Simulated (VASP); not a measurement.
# Al (Fm-3m) in VASP: a series of runs

The runs below take Al through single point, with r2SCAN.

Program: VASP 6.6.1. These are calculated values, not measurements. Logs are shortened: lines on timing, memory, paths and dates and some standing lists are left out, and cuts for length are marked.

### Step 1. The cell of the first run

The structure is cubic, space group Fm-3m (No. 225). The conventional cell has a = 3.952 Å, b = 3.952 Å, c = 3.952 Å, α = 90.00°, β = 90.00°, γ = 90.00°. Within 3.7 Å of Al (site symmetry m-3m) lie 12 Al at 2.79 Å.

### Step 2. Single point, r2SCAN

File POSCAR:

```
Al
1.0
    0.0000000000      1.9758400501      1.9758400501
    1.9758400501      0.0000000000      1.9758400501
    1.9758400501      1.9758400501      0.0000000000
Al
1
Direct
    0.0000000000      0.0000000000      0.0000000000
```

File INCAR.step1:

```
ALGO = Normal
EDIFF = 1E-4
ENCUT = 520
GGA = PE
ISMEAR = 0
LASPH = T
LCHARG = F
LREAL = F
LWAVE = T
NBANDS = 8
NELM = 80
PREC = Accurate
SIGMA = 0.1
```

File INCAR.step2:

```
ALGO = Normal
EDIFF = 1E-7
ENCUT = 520
ISIF = 2
ISMEAR = 0
ISTART = 1
LASPH = T
LCHARG = F
LMIXTAU = T
LREAL = F
LWAVE = F
METAGGA = R2SCAN
NBANDS = 8
NELM = 80
PREC = Accurate
SIGMA = 0.1
```

File KPOINTS:

```
k-points
0
Gamma
  18 18 18
```

Potentials or basis: VASP PAW PBE potentials, release 64 (Al).

Run with:

```
> cat potpaw_PBE.64/Al/POTCAR > POTCAR
> cp INCAR.step1 INCAR
> mpirun -np 1 vasp_std > vasp.out
> cp INCAR.step2 INCAR
> mpirun -np 1 vasp_std > vasp.out
```

OUTCAR:

```text
EDIFF = 1E-7
   ENCUT = 520
   ISIF = 2
   ISMEAR = 0
   ISTART = 1
   LASPH = T
   LREAL = F
   METAGGA = R2SCAN
   NELM = 80
   PREC = Accurate

 ion  position               nearest neighbor table
   1  0.000  0.000  0.000-

  LATTYP: Found a face centered cubic cell.
 ALAT       =     3.9516801002

  Lattice vectors:

 A1 = (   0.0000000000,   1.9758400501,   1.9758400501)
 A2 = (   1.9758400501,   0.0000000000,   1.9758400501)
 A3 = (   1.9758400501,   1.9758400501,   0.0000000000)

Analysis of symmetry for initial positions (statically):
=====================================================================
 Subroutine PRICEL returns:
 Original cell was already a primitive cell.

 Routine SETGRP: Setting up the symmetry group for a
 face centered cubic supercell.

 Subroutine GETGRP returns: Found 48 space group operations
 (whereof 48 operations were pure point group operations)
 out of a pool of 48 trial point group operations.

The static configuration has the point symmetry O_h .

Analysis of symmetry for dynamics (positions and initial velocities):
=====================================================================
 Subroutine PRICEL returns:
 Original cell was already a primitive cell.

 Routine SETGRP: Setting up the symmetry group for a
 face centered cubic supercell.

 Subroutine GETGRP returns: Found 48 space group operations
 (whereof 48 operations were pure point group operations)
 out of a pool of 48 trial point group operations.

The dynamic configuration has the point symmetry O_h .

 Subroutine INISYM returns: Found 48 space group operations
 (whereof 48 operations are pure point group operations),
 and found     1 'primitive' translations

----------------------------------------------------------------------------------------

                                     Primitive cell

  volume of cell :      15.4271

  direct lattice vectors                    reciprocal lattice vectors
     0.000000000  1.975840050  1.975840050    -0.253056921  0.253056921  0.253056921
     1.975840050  0.000000000  1.975840050     0.253056921 -0.253056921  0.253056921
     1.975840050  1.975840050  0.000000000     0.253056921  0.253056921 -0.253056921

  length of vectors
     2.794259796  2.794259796  2.794259796     0.438307445  0.438307445  0.438307445

  position of ions in fractional coordinates (direct lattice)
     0.000000000  0.000000000  0.000000000

  ion indices of the primitive-cell ions
   primitive index   ion index
                 1           1

[... 78 lines left out ...]
   ISYM   =      2    0-nonsym 1-usesym 2-fastsym
   POTIM  = 0.5000    time-step for ionic-motion
   TEBEG  =    0.0;   TEEND  =   0.0 temperature during run
   PSTRESS=    0.0 pullay stress
   NELECT =       3.0000    total number of electrons
   NUPDOWN=      -1.0000    fix difference up-down
   EMIN   =  10.00;   EMAX   =-10.00  energy-range for DOS
   EFERMI =   0.00;   METHOD = LEGACY
   ISMEAR =     0;   SIGMA  =   0.10  broadening in eV -4-tet -1-fermi 0-gaus
   EFERMI_NEDOS =   21; number of points for ismear=-14 and -15
   IALGO  =     38    algorithm
   IMIX   =      4    mixing-type and parameters
     AMIX     =   0.40;   BMIX     =  1.00
     AMIX_MAG =   1.60;   BMIX_MAG =  1.00
  volume/ion in A,a.u.               =      15.43       104.11
  Fermi-wavevector in a.u.,A,eV,Ry     =   0.948462  1.792334 12.239542  0.899581
  Thomas-Fermi vector in A             =   2.076653
   LORBIT       =      0    0 simple, 1 ext, 2 COOP (PROOUT), +10 PAW based schemes
   METAGGA = R2SCAN    functional components
   LHFCALC =     F    Hartree Fock is set to
   AEXX    =    0.0000 exact exchange contribution
   IVDW    =     0    specifies the selected vdW correction
   LEPSILON=     F    determine dielectric tensor
   LRPA    =     F    only Hartree local field effects (RPA)
 non-spin polarized calculation
 Gauss-broadening in eV      SIGMA  =   0.10
  energy-cutoff  :      520.00
  volume of cell :       15.43
 maximum number of plane-waves:       432
 NGX is ok and might be reduce to    24

 number of electron       3.0000000 magnetization

 Free energy of the ion-electron system (eV)
  ---------------------------------------------------
  ext. energy  EPLUGINS =         0.00000000
  ---------------------------------------------------
  free energy    TOTEN  =        -6.73372806 eV

  energy without entropy =       -6.73143445  energy(sigma->0) =       -6.73258126

 E-fermi :   8.7394     XC(G=0): -11.1577

 val. band max:        8.7096779929   @ k =   0.5000   0.4444   0.0556
 cond. band min:       8.7740715825   @ k =  -0.3333   0.4444   0.1111
 fundamental gap:      0.0643935896
 Fermi energy:         8.7393723898

 k-point     1 :       0.0000    0.0000    0.0000
  band No.  band energies     occupation
      1      -3.5879      2.00000
      2      22.4435      0.00000
      3      22.4435      0.00000
      4      22.4435      0.00000
      5      24.9052      0.00000
      6      24.9052      0.00000
      7      24.9052      0.00000
      8      26.5924      0.00000
[... 243 lines left out ...]
 k-point    24 :      -0.2222    0.0556    0.0000
  band No.  band energies     occupation
      1      -1.7683      2.00000
      2      12.9726      0.00000
      3      19.0753      0.00000
      4      22.1878      0.00000
      5      24.1935      0.00000
      6      25.3273      0.00000
      7      25.8863      0.00000
      8      28.2720      0.00000

 [... further k-points ...]

------------------------ aborting loop because EDIFF is reached ----------------------------------------

  FORCE on cell =-STRESS in cart. coord.  units (eV):
  Direction    XX          YY          ZZ          XY          YZ          ZX
  --------------------------------------------------------------------------------------
  -------------------------------------------------------------------------------------
  Total        0.2554357      0.2554357      0.2554357     -0.0000000      0.0000000     -0.0000000
  in kB       26.5281437     26.5281437     26.5281437     -0.0000000      0.0000000     -0.0000000
  external PRESSURE =      26.5281437 kB  Pullay stress =       0.0000000 kB

 VOLUME and BASIS-vectors are now :
 -----------------------------------------------------------------------------
  energy-cutoff  :      520.00
  volume of cell :       15.43
      direct lattice vectors                 reciprocal lattice vectors
     0.000000000  1.975840050  1.975840050    -0.253056921  0.253056921  0.253056921
     1.975840050  0.000000000  1.975840050     0.253056921 -0.253056921  0.253056921
     1.975840050  1.975840050  0.000000000     0.253056921  0.253056921 -0.253056921

 POSITION                                       TOTAL-FORCE (eV/Angst)
 -----------------------------------------------------------------------------------
      0.00000      0.00000      0.00000        -0.000000     -0.000000     -0.000000
 -----------------------------------------------------------------------------------
    total drift:                               -0.000000      0.000000     -0.000000

  FREE ENERGIE OF THE ION-ELECTRON SYSTEM (eV)
  ---------------------------------------------------
  free  energy   TOTEN  =        -6.7337280601 eV

  energy  without entropy=       -6.7314344524  energy(sigma->0) =       -6.73258126
```

OUTCAR.step1:

```text
EDIFF = 1E-4
   ENCUT = 520
   GGA = PE
   ISMEAR = 0
   LASPH = T
[... 480 lines left out ...]

 POSITION                                       TOTAL-FORCE (eV/Angst)
 -----------------------------------------------------------------------------------
      0.00000      0.00000      0.00000         0.000000      0.000000      0.000000
 -----------------------------------------------------------------------------------
    total drift:                               -0.000000      0.000000      0.000000

  FREE ENERGIE OF THE ION-ELECTRON SYSTEM (eV)
  ---------------------------------------------------
  free  energy   TOTEN  =        -3.7259351048 eV

  energy  without entropy=       -3.7231262130  energy(sigma->0) =       -3.72453066
```

Run time: 55 s. Hardware: 1 thread of Intel Xeon Platinum 8488C (Sapphire Rapids), shared host; peak memory 0.14 GiB.

Results:

| Property | Result |
| --- | --- |
| Free energy | -6.7337 eV |
| Pressure | 2.7 GPa |

Caveat: the PAW data sets were made with another functional, which shifts forces and pressure a little.

### Step 3. Single point, r2SCAN

POSCAR is that of step 2.

File INCAR.step1:

```
SYSTEM = Al
PREC     = Accurate       ! precision mode
ENCUT    = 520            ! plane-wave cutoff, eV
ISMEAR   = 0              ! smearing method
SIGMA    = 0.1            ! smearing width, eV
LREAL    = .FALSE.        ! projectors in reciprocal space
LASPH    = .TRUE.         ! aspherical terms in the spheres
NELM     = 80             ! most SCF steps
NBANDS   = 8              ! bands
GGA      = PE             ! functional
ALGO     = Normal         ! electronic algorithm
EDIFF    = 1E-4           ! SCF threshold, eV
LWAVE    = .TRUE.         ! write WAVECAR
LCHARG   = .FALSE.        ! write CHGCAR
```

File INCAR.step2:

```
SYSTEM = Al
PREC     = Accurate       ! precision mode
ENCUT    = 520            ! plane-wave cutoff, eV
EDIFF    = 1E-6           ! SCF threshold, eV
ISMEAR   = 0              ! smearing method
SIGMA    = 0.1            ! smearing width, eV
LREAL    = .FALSE.        ! projectors in reciprocal space
LASPH    = .TRUE.         ! aspherical terms in the spheres
NELM     = 80             ! most SCF steps
ALGO     = Normal         ! electronic algorithm
ISIF     = 2              ! what is computed and relaxed
LWAVE    = .FALSE.        ! write WAVECAR
LCHARG   = .FALSE.        ! write CHGCAR
METAGGA  = R2SCAN         ! meta-GGA
LMIXTAU  = .TRUE.       
NBANDS   = 8              ! bands
ISTART   = 1
```

File KPOINTS:

```
Automatic mesh
0
G
  18 18 18
  0 0 0
```

Potentials or basis: VASP PAW PBE potentials, release 64 (Al).

Run with:

```
> cat potpaw_PBE.64/Al/POTCAR > POTCAR
> cp INCAR.step1 INCAR
> mpirun -np 1 vasp_std > vasp.out
> cp INCAR.step2 INCAR
> mpirun -np 1 vasp_std > vasp.out
```

OUTCAR:

```text
SYSTEM = Al
   PREC = Accurate
   ENCUT = 520
   EDIFF = 1E-6
   ISMEAR = 0
   LREAL = .FALSE.
   LASPH = .TRUE.
   NELM = 80
   ISIF = 2
   METAGGA = R2SCAN
   ISTART = 1

 ion  position               nearest neighbor table
   1  0.000  0.000  0.000-

  LATTYP: Found a face centered cubic cell.
 ALAT       =     3.9516801002

  Lattice vectors:

 A1 = (   0.0000000000,   1.9758400501,   1.9758400501)
 A2 = (   1.9758400501,   0.0000000000,   1.9758400501)
 A3 = (   1.9758400501,   1.9758400501,   0.0000000000)

Analysis of symmetry for initial positions (statically):
=====================================================================
 Subroutine PRICEL returns:
 Original cell was already a primitive cell.

 Routine SETGRP: Setting up the symmetry group for a
 face centered cubic supercell.

 Subroutine GETGRP returns: Found 48 space group operations
 (whereof 48 operations were pure point group operations)
 out of a pool of 48 trial point group operations.

The static configuration has the point symmetry O_h .

Analysis of symmetry for dynamics (positions and initial velocities):
=====================================================================
 Subroutine PRICEL returns:
 Original cell was already a primitive cell.

[... 153 lines left out ...]

 E-fermi :   8.7394     XC(G=0): -11.1577

 val. band max:        8.7096870446   @ k =   0.5000   0.4444   0.0556
 cond. band min:       8.7740594384   @ k =  -0.3333   0.4444   0.1111
 fundamental gap:      0.0643723938
 Fermi energy:         8.7393758532

 k-point     1 :       0.0000    0.0000    0.0000
  band No.  band energies     occupation
      1      -3.5879      2.00000
      2      22.4436      0.00000
      3      22.4436      0.00000
      4      22.4436      0.00000
      5      24.9051      0.00000
      6      24.9051      0.00000
      7      24.9051      0.00000
      8      26.5924      0.00000
[... 243 lines left out ...]
 k-point    24 :      -0.2222    0.0556    0.0000
  band No.  band energies     occupation
      1      -1.7683      2.00000
      2      12.9726      0.00000
      3      19.0753      0.00000
      4      22.1878      0.00000
      5      24.1935      0.00000
      6      25.3273      0.00000
      7      25.8863      0.00000
      8      28.2720      0.00000

 [... further k-points ...]
[... 5 lines left out ...]
  --------------------------------------------------------------------------------------
  -------------------------------------------------------------------------------------
  Total        0.2559062      0.2559062      0.2559062      0.0000000      0.0000000      0.0000000
  in kB       26.5770033     26.5770033     26.5770033      0.0000000      0.0000000      0.0000000
  external PRESSURE =      26.5770033 kB  Pullay stress =       0.0000000 kB

 VOLUME and BASIS-vectors are now :
 -----------------------------------------------------------------------------
  energy-cutoff  :      520.00
  volume of cell :       15.43
      direct lattice vectors                 reciprocal lattice vectors
     0.000000000  1.975840050  1.975840050    -0.253056921  0.253056921  0.253056921
     1.975840050  0.000000000  1.975840050     0.253056921 -0.253056921  0.253056921
     1.975840050  1.975840050  0.000000000     0.253056921  0.253056921 -0.253056921

 POSITION                                       TOTAL-FORCE (eV/Angst)
 -----------------------------------------------------------------------------------
      0.00000      0.00000      0.00000         0.000000      0.000000      0.000000
 -----------------------------------------------------------------------------------
    total drift:                                0.000000      0.000000      0.000000

  FREE ENERGIE OF THE ION-ELECTRON SYSTEM (eV)
  ---------------------------------------------------
  free  energy   TOTEN  =        -6.7337279310 eV

  energy  without entropy=       -6.7314342795  energy(sigma->0) =       -6.73258111
```

OUTCAR.step1:

```text
SYSTEM = Al
   PREC = Accurate
   ENCUT = 520
   ISMEAR = 0
   LREAL = .FALSE.
   LASPH = .TRUE.
   NELM = 80
[... 481 lines left out ...]
 -----------------------------------------------------------------------------------
      0.00000      0.00000      0.00000         0.000000      0.000000      0.000000
 -----------------------------------------------------------------------------------
    total drift:                               -0.000000      0.000000      0.000000

  FREE ENERGIE OF THE ION-ELECTRON SYSTEM (eV)
  ---------------------------------------------------
  free  energy   TOTEN  =        -3.7259351048 eV

  energy  without entropy=       -3.7231262130  energy(sigma->0) =       -3.72453066
```

Wall time 54 s (1 thread of Intel Xeon Platinum 8488C (Sapphire Rapids), shared host); peak memory 0.15 GiB.

Results:

| Property | Result |
| --- | --- |
| Free energy | -6.7337 eV |
| Pressure | 2.7 GPa |

Levels at points of the mesh, in eV from the Fermi level:
| k point | band 1 | band 2 | band 3 | band 4 | band 5 | band 6 |
| --- | --- | --- | --- | --- | --- | --- |
| (0.00, 0.00, 0.00) | -12.33 | 13.70 | 13.70 | 13.70 | 16.17 | 16.17 |
| (0.50, 0.00, 0.00) | -5.28 | -4.63 | 12.40 | 12.40 | 13.09 | 13.09 |
| (0.50, 0.50, 0.00) | -3.33 | -1.69 | 5.47 | 6.34 | 6.34 | 10.62 |

Caveat: the PAW data sets were made with another functional, which shifts forces and pressure a little.
